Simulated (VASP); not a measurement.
# H12C11O16: single point with PBE+D3(BJ)

System: H12C11O16.

```
C O H
1.0
     9.14817    0.00000    0.00000
     0.00000    9.14817    0.00000
     0.00000    0.00000    9.14817
C O H
11 16 12
Direct
  0.70438 0.52369 0.61815
  0.80393 0.93995 0.13009
  0.48217 0.11902 0.96964
  0.69119 0.73852 0.35134
  0.08032 0.58145 0.39294
  0.10029 0.06699 0.26926
  0.45086 0.17890 0.40400
  0.91659 0.38338 0.06025
  0.26052 0.93688 0.79533
  0.50829 0.51919 0.05130
  0.05622 0.72321 0.94936
  0.78860 0.52816 0.71161
  0.61204 0.51472 0.53229
  0.82458 0.01871 0.23947
  0.77458 0.91300 0.00572
  0.46128 0.07136 0.08260
  0.46251 0.17941 0.85541
  0.80750 0.71203 0.38451
  0.57145 0.75006 0.30831
  0.04325 0.45546 0.40308
  0.15153 0.68679 0.38987
  0.11366 0.16212 0.16614
  0.35983 0.12135 0.47087
  0.89000 0.39461 0.92731
  0.36241 0.85286 0.75946
  0.50366 0.43602 0.14658
  0.03826 0.80006 0.05295
  0.08769 0.08103 0.37962
  0.12226 0.94517 0.25392
  0.53472 0.13304 0.32729
  0.47094 0.28936 0.41773
  0.02613 0.33230 0.12276
  0.84140 0.40351 0.15805
  0.18342 0.92933 0.89866
  0.22813 0.02587 0.71325
  0.53761 0.51557 0.92950
  0.48117 0.63461 0.08837
  0.97350 0.65051 0.95037
  0.16960 0.72380 0.87783
```

```yaml
Program: VASP 6.6.1
Task: single point
Functional: PBE
Dispersion: D3(BJ)
Potentials_or_basis: VASP PAW PBE potentials, release 64 (C, O, H)
Cutoff: 520 eV
k_mesh: 1 × 1 × 1
Occupations: fermi-dirac, width 0.05 eV
Spin: no spin polarisation
Dipole_correction: no
Further_INCAR_settings: LREAL = Auto; ALGO = Normal; EDIFF = 1e-07; NBANDS = 101
```

```json
{
  "Pressure": "1.2 GPa",
  "Largest force": "6.785 eV/Å",
  "Band gap on the k mesh": "2.11 eV",
  "Dispersion energy per atom": "-0.037 eV"
}
```

Forces on the atoms (eV/Å):
```
C   -0.373 -0.263  0.368
C    0.020  4.663  0.803
C   -1.878  2.949 -4.630
C   -4.299 -0.028 -1.563
C    0.786 -3.977  0.612
C    1.864  0.177 -5.313
C    4.113  1.086 -2.601
C    1.575 -1.217  0.733
C    0.237 -0.311 -1.256
C   -0.250  5.992 -3.173
C    3.855 -0.073 -1.286
O    1.848  0.529  1.309
O   -1.668 -0.184 -1.867
O   -0.676 -3.748 -3.000
O    0.124 -0.701  1.934
O    0.545 -2.227  3.964
O    1.408 -0.622  0.641
O    4.954 -0.569  1.641
O   -0.709  0.723 -0.063
O   -0.544  2.208 -0.351
O   -0.178  1.739 -0.228
O   -0.221 -3.059  3.357
O   -4.079 -3.292  2.481
O    0.390 -0.255  2.762
O   -1.794  1.140  1.370
O    0.246 -5.151  3.129
O    0.944  3.039  2.416
H   -0.747  1.716  2.908
H   -0.267  0.902 -0.753
H   -0.412 -0.843 -0.001
H    0.342  3.091  0.272
H   -1.591  1.117 -2.064
H   -0.585  0.385 -1.101
H    1.538  0.150 -1.078
H    0.273 -0.465  0.772
H   -0.060 -1.022  0.722
H    0.046  0.123 -0.842
H   -2.458 -3.427 -1.992
H   -2.318 -0.295  0.969
```

Stress tensor (GPa, compression positive):
```
 1.69  1.27  0.84
 1.27  1.79 -0.49
 0.84 -0.49  0.17
```

Levels at points of the mesh, in eV from the valence-band top:
| k point | band 72 | band 73 | band 74 | band 75 | band 76 | band 77 | band 78 | band 79 | band 80 | band 81 |
| --- | --- | --- | --- | --- | --- | --- | --- | --- | --- | --- |
| (0.00, 0.00, 0.00) | -0.90 | -0.61 | -0.57 | -0.20 | 0.00 | 2.11 | 2.36 | 2.60 | 2.84 | 3.01 |

Run time: 2.2 min on 1 thread of AMD EPYC 7R13 Processor (Zen 3), with other jobs on the host, peak memory 0.62 GiB.

Caveat: the k points lie up to 0.69 Å⁻¹ apart; the atoms stand as in a frame of molecular dynamics.
